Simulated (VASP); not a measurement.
Input of a VASP 6.6.1 run:

Contents of INCAR:

```
SYSTEM = C
PREC = Accurate
ENCUT = 520
EDIFF = 1E-7
ISMEAR = 0
SIGMA = 0.05
LREAL = .FALSE.
LASPH = .TRUE.
NELM = 100
ALGO = Normal
ISIF = 2
LWAVE = .FALSE.
LCHARG = .FALSE.
GGA = PE
NBANDS = 26
```

Contents of KPOINTS:

```
Automatic mesh
0
G
  12 12 4
  0 0 0
```

POSCAR

```
C
1.0
    2.5809689538      0.0000000000      0.0000000000
   -1.2904844769      2.2351846804      0.0000000000
    0.0000000000      0.0000000000      7.8893587728
C
8
Direct
    0.0000000000      0.0000000000      0.0929681641
    0.0000000000      0.0000000000      0.5929681641
    0.0000000000      0.0000000000      0.4070318359
    0.0000000000      0.0000000000      0.9070318359
    0.3333333333      0.6666666667      0.1555285626
    0.6666666667      0.3333333333      0.6555285626
    0.3333333333      0.6666666667      0.3444714374
    0.6666666667      0.3333333333      0.8444714374
```

Potentials or basis: VASP PAW PBE potentials, release 64 (C).

Command:

```bash
$ cat potpaw_PBE.64/C/POTCAR > POTCAR
$ mpirun -np 1 vasp_std > vasp.out
```

Task: Predict the largest force.

Result: 0.593 eV/Å.

Task: Predict the band gap on the k mesh.

Result: 3.50 eV, indirect (least direct gap 4.38 eV).

Forces in eV/Å, atoms in the order of the input:
```
C    0.000  0.000  0.428
C    0.000  0.000  0.428
C    0.000  0.000 -0.428
C    0.000  0.000 -0.428
C    0.000  0.000 -0.593
C    0.000  0.000 -0.593
C    0.000  0.000  0.593
C    0.000  0.000  0.593
```

Caveat: the cell differs from its parent crystal (strain +0.025 along x and y, -0.050 along z). A k mesh can miss the band edges.
